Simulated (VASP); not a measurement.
Set up this calculation in VASP 6.6.1, as the native input.

| Property | Result |
| --- | --- |
| Task | relaxation of cell and atoms |
| Functional | LDA |
| Potentials or basis | VASP PAW LDA potentials, release 64 (C) |
| Cutoff | 600 eV |
| k mesh | 11 × 11 × 15 |
| Occupations | fermi-dirac, width 0.1 eV |
| Spin | no spin polarisation |
| Dipole correction | no |
| Further INCAR settings | ALGO = Normal; EDIFF = 1e-07; IBRION = 2; EDIFFG = -0.01; NSW = 80; ISIF = 3 |

The structure of C lies in POSCAR:

```
C
1.0
    3.3438265309      0.0000000000      0.0000000000
   -1.6719132655      2.8958387216      0.0000000000
    0.0000000000      0.0000000000      2.0497656634
C
3
Direct
    0.0000000000      0.0000000000      0.0000000000
    0.3333333333      0.6666666667      0.5000000000
    0.6666666667      0.3333333333      0.5000000000
```

One way to write it, as run:

INCAR

```
ALGO = Normal ; EDIFF = 1E-7
EDIFFG = -0.01 ; ENCUT = 600
GGA = CA ; IBRION = 2
ISIF = 3 ; ISMEAR = -1
LASPH = T ; LCHARG = F
LREAL = F ; LWAVE = F
NELM = 100 ; NSW = 80
PREC = Accurate ; SIGMA = 0.1
```

KPOINTS

```
k-points
0
Gamma
  11 11 15
```

Potentials or basis: VASP PAW LDA potentials, release 64 (C).

Command:

```console
$ cat potpaw_LDA.64/C/POTCAR > POTCAR
$ mpirun -np 1 vasp_std > vasp.out
```

It gave:

```
Relaxed volume                         : 8.75 Å³/atom
Relaxed cell                           : a = 4.875 Å, b = 4.875 Å, c = 1.276 Å, α = 90.00°, β = 90.00°, γ = 120.00°
Space group after relaxing (to 0.05 Å) : P6/mmm (No. 191)
Energy gained by relaxing              : 2865.8 meV/atom
Ionic steps                            : 32
Pressure after relaxing                : 0.0 GPa
Band gap on the k mesh                 : zero (band 6 reaches 13.89 eV, above the bottom of band 7 at -2.77 eV)
```

Caveat: the volume moved by over 15 % at a fixed basis, so the end points are rough.

Run time: 4.3 min on 1 thread of Intel(R) Xeon(R) Platinum 8488C (Sapphire Rapids), on a shared host, peak memory 0.15 GiB.
